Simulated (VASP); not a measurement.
# Li (Im-3m) in VASP: further runs

Runs on Li. Level: LDA. Tasks: electric field gradients.

Program: VASP 6.6.1. These are calculated values, not measurements. Logs are shortened: lines on timing, memory, paths and dates and some standing lists are left out, and cuts for length are marked.

## (1) The cell of the first run

The structure is cubic, space group Im-3m (No. 229). Conventional cell: a = 3.569 Å, b = 3.569 Å, c = 3.569 Å, α = 90.00°, β = 90.00°, γ = 90.00°. Within 4.1 Å of Li (site symmetry m-3m) lie 14 Li at 3.09 to 3.57 Å.

## (2) Electric field gradients, LDA (22.72 Å³/atom)

Contents of INCAR:

```
  PREC = Accurate
  ENCUT = 520
  EDIFF = 1E-8
  ISMEAR = -1
  SIGMA = 0.05
  LREAL = False
  LASPH = True
  NELM = 60
  ALGO = Normal
  ISIF = 2
  LWAVE = False
  LCHARG = False
  LEFG = True
  NBANDS = 8
```

Contents of KPOINTS:

```
regular mesh
0
Gamma
  13 13 13
```

Contents of POSCAR:

```
Li
1.0
   -1.7843224392      1.7843224392      1.7843224392
    1.7843224392     -1.7843224392      1.7843224392
    1.7843224392      1.7843224392     -1.7843224392
Li
1
Direct
    0.0000000000      0.0000000000      0.0000000000
```

Potentials or basis: VASP PAW LDA potentials, release 64 (Li_sv).

Started as:

```sh
$ cat potpaw_LDA.64/Li_sv/POTCAR > POTCAR
$ mpirun -np 1 vasp_std > vasp.out
```

OUTCAR:

```text
PREC = Accurate
   ENCUT = 520
   EDIFF = 1E-8
   ISMEAR = -1
   LREAL = False
   LASPH = True
   NELM = 60
   ISIF = 2

 ion  position               nearest neighbor table
   1  0.000  0.000  0.000-

  LATTYP: Found a body centered cubic cell.
 ALAT       =     3.5686448784

  Lattice vectors:

 A1 = (  -1.7843224392,   1.7843224392,   1.7843224392)
 A2 = (   1.7843224392,  -1.7843224392,   1.7843224392)
 A3 = (   1.7843224392,   1.7843224392,  -1.7843224392)

Analysis of symmetry for initial positions (statically):
=====================================================================
 Subroutine PRICEL returns:
 Original cell was already a primitive cell.

 Routine SETGRP: Setting up the symmetry group for a
 body centered cubic supercell.

 Subroutine GETGRP returns: Found 48 space group operations
 (whereof 48 operations were pure point group operations)
 out of a pool of 48 trial point group operations.

The static configuration has the point symmetry O_h .

Analysis of symmetry for dynamics (positions and initial velocities):
=====================================================================
 Subroutine PRICEL returns:
 Original cell was already a primitive cell.

 Routine SETGRP: Setting up the symmetry group for a
 body centered cubic supercell.

 Subroutine GETGRP returns: Found 48 space group operations
 (whereof 48 operations were pure point group operations)
 out of a pool of 48 trial point group operations.

The dynamic configuration has the point symmetry O_h .

 Subroutine INISYM returns: Found 48 space group operations
 (whereof 48 operations are pure point group operations),
 and found     1 'primitive' translations

----------------------------------------------------------------------------------------

                                     Primitive cell

  volume of cell :      22.7237

  direct lattice vectors                    reciprocal lattice vectors
    -1.784322439  1.784322439  1.784322439     0.000000000  0.280218412  0.280218412
     1.784322439 -1.784322439  1.784322439     0.280218412  0.000000000  0.280218412
     1.784322439  1.784322439 -1.784322439     0.280218412  0.280218412  0.000000000

  length of vectors
     3.090537122  3.090537122  3.090537122     0.396288678  0.396288678  0.396288678

  position of ions in fractional coordinates (direct lattice)
     0.000000000  0.000000000  0.000000000

  ion indices of the primitive-cell ions
   primitive index   ion index
                 1           1

----------------------------------------------------------------------------------------

 KPOINTS: regular mesh

Automatic generation of k-mesh.
 Grid dimensions read from file:
 generate k-points for:   13   13   13

 Generating k-lattice:

  Cartesian coordinates                     Fractional coordinates (reciprocal lattice)
     0.000000000  0.021555262  0.021555262     0.076923077  0.000000000  0.000000000
     0.021555262  0.000000000  0.021555262     0.000000000  0.076923077  0.000000000
     0.021555262  0.021555262  0.000000000     0.000000000  0.000000000  0.076923077

  Length of vectors
     0.030483744  0.030483744  0.030483744

  Shift w.r.t. Gamma in fractional coordinates (k-lattice)
     0.000000000  0.000000000  0.000000000

 Subroutine IBZKPT returns following result:
 ===========================================

 Found     84 irreducible k-points:

 Following reciprocal coordinates:
            Coordinates               Weight
  0.000000  0.000000  0.000000      1.000000
  0.076923  0.000000  0.000000     12.000000
  0.153846  0.000000  0.000000     12.000000
  0.230769  0.000000  0.000000     12.000000
  0.307692  0.000000  0.000000     12.000000
  0.384615  0.000000  0.000000     12.000000
[... 16 lines left out ...]
  0.153846  0.076923  0.076923     24.000000
  0.230769  0.076923  0.076923     24.000000
 [... further k-points ...]
   k-points           NKPTS =     84   k-points in BZ     NKDIM =     84   number of bands    NBANDS=      8
   number of dos      NEDOS =    301   number of ions     NIONS =      1
   total plane-waves  NPLWV =  13824
   dimension x,y,z NGX =    24 NGY =   24 NGZ =   24
   dimension x,y,z NGXF=    48 NGYF=   48 NGZF=   48
   ions per type =               1
   NGX,Y,Z   is equivalent  to a cutoff of  12.91, 12.91, 12.91 a.u.
   NGXF,Y,Z  is equivalent  to a cutoff of  25.82, 25.82, 25.82 a.u.
 SYSTEM =  unknown system
   PREC   = accura    normal or accurate (medium, high low for compatibility)
   ISTART =      0    job   : 0-new  1-cont  2-samecut
   ICHARG =      2    charge: 1-file 2-atom 10-const
   ISPIN  =      1    spin polarized calculation?
   LNONCOLLINEAR =      F non collinear calculations
   LSORBIT =      F    spin-orbit coupling
   LASPH  =      T    aspherical Exc in radial PAW
   ENCUT  =  520.0 eV  38.22 Ry    6.18 a.u.   5.75  5.75  5.75*2*pi/ulx,y,z
   NELM   =     60;   NELMIN=  2; NELMDL= -5     # of ELM steps
   EDIFF  = 0.1E-07   stopping-criterion for ELM
   LREAL  =      F    real-space projection
   EDIFFG = 0.1E-06   stopping-criterion for IOM
   NSW    =      0    number of steps for IOM
   IBRION =     -1    ionic relax: 0-MD 1-quasi-New 2-CG
   NFREE  =      0    steps in history (QN), initial steepest desc. (CG)
   ISIF   =      2    stress and relaxation
   ISYM   =      2    0-nonsym 1-usesym 2-fastsym
   POTIM  = 0.5000    time-step for ionic-motion
   TEBEG  =    0.0;   TEEND  =   0.0 temperature during run
   PSTRESS=    0.0 pullay stress
   NELECT =       3.0000    total number of electrons
   NUPDOWN=      -1.0000    fix difference up-down
   EMIN   =  10.00;   EMAX   =-10.00  energy-range for DOS
   EFERMI =   0.00;   METHOD = LEGACY
   ISMEAR =    -1;   SIGMA  =   0.05  broadening in eV -4-tet -1-fermi 0-gaus
   EFERMI_NEDOS =   21; number of points for ismear=-14 and -15
   IALGO  =     38    algorithm
   IMIX   =      4    mixing-type and parameters
     AMIX     =   0.40;   BMIX     =  1.00
     AMIX_MAG =   1.60;   BMIX_MAG =  1.00
  volume/ion in A,a.u.               =      22.72       153.35
  Fermi-wavevector in a.u.,A,eV,Ry     =   0.833595  1.575267  9.454431  0.694881
  Thomas-Fermi vector in A             =   1.946846
   LORBIT       =      0    0 simple, 1 ext, 2 COOP (PROOUT), +10 PAW based schemes
   GGA     = CA    functional components
   LHFCALC =     F    Hartree Fock is set to
   AEXX    =    0.0000 exact exchange contribution
   IVDW    =     0    specifies the selected vdW correction
   LEPSILON=     F    determine dielectric tensor
   LRPA    =     F    only Hartree local field effects (RPA)
 non-spin polarized calculation
  energy-cutoff  :      520.00
  volume of cell :       22.72
 maximum number of plane-waves:       627
   NGX = 11   NGY = 11   NGZ = 11

 number of electron       3.0000003 magnetization

 Free energy of the ion-electron system (eV)
  ---------------------------------------------------
  ext. energy  EPLUGINS =         0.00000000
  ---------------------------------------------------
  free energy    TOTEN  =        -2.02127542 eV

  energy without entropy =       -2.01733759  energy(sigma->0) =       -2.01930650

 E-fermi :   0.3533     XC(G=0):  -6.8621

 val. band max:        0.3254428777   @ k =  -0.3846   0.4615   0.0769
 cond. band min:       0.3848028951   @ k =   0.4615   0.0000   0.0000
 fundamental gap:      0.0593600174
 Fermi energy:         0.3532663796

 k-point     1 :       0.0000    0.0000    0.0000
  band No.  band energies     occupation
      1     -45.5382      2.00000
      2      -3.0545      2.00000
      3      13.5068      0.00000
      4      13.5068      0.00000
      5      13.5068      0.00000
      6      18.2871      0.00000
      7      18.2871      0.00000
      8      18.2871      0.00000

 k-point     2 :       0.0769    0.0000    0.0000
  band No.  band energies     occupation
      1     -45.5373      2.00000
      2      -2.9487      2.00000
      3      12.8574      0.00000
      4      13.0413      0.00000
      5      13.3469      0.00000
      6      16.9621      0.00000
      7      17.1625      0.00000
      8      18.4786      0.00000

 k-point     3 :       0.1538    0.0000    0.0000
  band No.  band energies     occupation
      1     -45.5352      2.00000
      2      -2.6315      2.00000
      3      11.0522      0.00000
      4      12.1214      0.00000
      5      12.9074      0.00000
      6      15.8234      0.00000
      7      15.9930      0.00000
      8      18.1698      0.00000

 k-point     4 :       0.2308    0.0000    0.0000
  band No.  band energies     occupation
      1     -45.5321      2.00000
      2      -2.1035      2.00000
      3       8.8327      0.00000
      4      11.2190      0.00000
      5      12.3311      0.00000
      6      14.7251      0.00000
      7      15.7091      0.00000
      8      18.4269      0.00000

 k-point     5 :       0.3077    0.0000    0.0000
  band No.  band energies     occupation
      1     -45.5288      2.00000
      2      -1.3723      2.00000
      3       6.6929      0.00000
      4      10.4921      0.00000
      5      11.7864      0.00000
      6      13.8958      0.00000
      7      15.7222      0.00000
      8      19.1065      0.00000
[... 177 lines left out ...]
 k-point    22 :       0.0769    0.0769    0.0769
  band No.  band energies     occupation
      1     -45.5339      2.00000
      2      -2.4203      2.00000
      3      11.1456      0.00000
      4      11.1579      0.00000
      5      11.1579      0.00000
      6      16.3299      0.00000
      7      16.3299      0.00000
      8      19.6162      0.00000

 k-point    23 :       0.1538    0.0769    0.0769
  band No.  band energies     occupation
      1     -45.5311      2.00000
      2      -1.8918      2.00000
      3       8.9326      0.00000
      4      10.2588      0.00000
      5      10.3994      0.00000
      6      16.4023      0.00000
      7      16.5767      0.00000
      8      19.5016      0.00000

 k-point    24 :       0.2308    0.0769    0.0769
  band No.  band energies     occupation
      1     -45.5282      2.00000
      2      -1.1573      2.00000
      3       6.7905      0.00000
      4       9.5318      0.00000
      5       9.8040      0.00000
      6      16.2420      0.00000
      7      16.7743      0.00000
      8      19.7623      0.00000

 [... further k-points ...]

------------------------ aborting loop because EDIFF is reached ----------------------------------------

  FORCE on cell =-STRESS in cart. coord.  units (eV):
  Direction    XX          YY          ZZ          XY          YZ          ZX
  --------------------------------------------------------------------------------------
  -------------------------------------------------------------------------------------
  Total       -0.2970844     -0.2970844     -0.2970844      0.0000000      0.0000000      0.0000000
  in kB      -20.9464500    -20.9464500    -20.9464500      0.0000000      0.0000000      0.0000000
  external PRESSURE =     -20.9464500 kB  Pullay stress =       0.0000000 kB

 VOLUME and BASIS-vectors are now :
 -----------------------------------------------------------------------------
  energy-cutoff  :      520.00
  volume of cell :       22.72
      direct lattice vectors                 reciprocal lattice vectors
    -1.784322439  1.784322439  1.784322439     0.000000000  0.280218412  0.280218412
     1.784322439 -1.784322439  1.784322439     0.280218412  0.000000000  0.280218412
     1.784322439  1.784322439 -1.784322439     0.280218412  0.280218412  0.000000000

 POSITION                                       TOTAL-FORCE (eV/Angst)
 -----------------------------------------------------------------------------------
      0.00000      0.00000      0.00000         0.000000      0.000000     -0.000000
 -----------------------------------------------------------------------------------
    total drift:                               -0.000000      0.000000     -0.000000

  FREE ENERGIE OF THE ION-ELECTRON SYSTEM (eV)
  ---------------------------------------------------
  free  energy   TOTEN  =        -2.0212754164 eV

  energy  without entropy=       -2.0173375866  energy(sigma->0) =       -2.01930650

 Electric field gradients (V/A^2)
---------------------------------------------------------------------
 ion       V_xx      V_yy      V_zz      V_xy      V_xz      V_yz
---------------------------------------------------------------------
   1      -0.000    -0.000     0.000    -0.001    -0.001    -0.001
---------------------------------------------------------------------

 Electric field gradients after diagonalization (V/A^2)
 (convention: |V_zz| > |V_xx| > |V_yy|)
----------------------------------------------------------------------
 ion       V_xx      V_yy      V_zz     asymmetry (V_yy - V_xx)/ V_zz
----------------------------------------------------------------------
   1       0.001     0.001    -0.001       0.000
----------------------------------------------------------------------

           NMR quadrupolar parameters

 Cq : quadrupolar parameter    Cq=e*Q*V_zz/h
 eta: asymmetry parameters     (V_yy - V_xx)/ V_zz
 Q  : nuclear electric quadrupole moment in mb (millibarn)
----------------------------------------------------------------------
 ion       Cq(MHz)       eta       Q (mb)
----------------------------------------------------------------------
   1      -0.000       0.000       1.000
----------------------------------------------------------------------
```

Run time: 13 s. Hardware: 1 thread of Intel Xeon Platinum 8375C at 2.90GHz (Ice Lake), shared host; peak memory 0.11 GiB.

Results:

- Free energy: -2.0213 eV
- Band gap on the k mesh: zero (an odd number of electrons rules out a gap without spin polarisation)
- Largest electric field gradient by atom: zero within the noise of the run

Caveat: the cutoff is under 1.25 times the usual one of these potentials, so pressure, stress and relaxed cells hold a basis-set (Pulay) error.

(Continued in part 2 of 2.)
